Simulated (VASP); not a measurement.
Runs of VASP 6.6.1 on Li2O (f.bd3). The structure is that of space group Fm-3m (No. 225), or close to it. The cells are those of the table. 

| task | cell | k mesh | smearing | gap on the mesh (eV) | pressure (GPa) |
| --- | --- | --- | --- | --- | --- |
| single point | a = 3.253 Å, angles 60.0°, 3 atoms | 6 × 6 × 6 | gaussian 0.1 eV | 5.00 | -4.4 |
| single point | a = 3.198 Å, angles 60.0°, 3 atoms | 8 × 8 × 8 | gaussian 0.02 eV | 5.10 | -0.2 |
| single point | a = 3.198 Å, angles 60.0°, 3 atoms | 10 × 10 × 10 | gaussian 0.02 eV | 5.10 | (a) |
| relaxation of cell and atoms | relaxed from a = 3.253 Å, angles 60.0°, 3 atoms | 8 × 8 × 8 | gaussian 0.02 eV | 5.10 | 0.0 |

Alike in all rows: level PBE+D3(BJ); potentials or basis VASP PAW PBE potentials, release 64 (O, Li_sv); no spin polarisation; cutoff (eV) 750.

Q: Estimate the missing entries.

A: (a) -0.1.

A k mesh can miss the band edges.
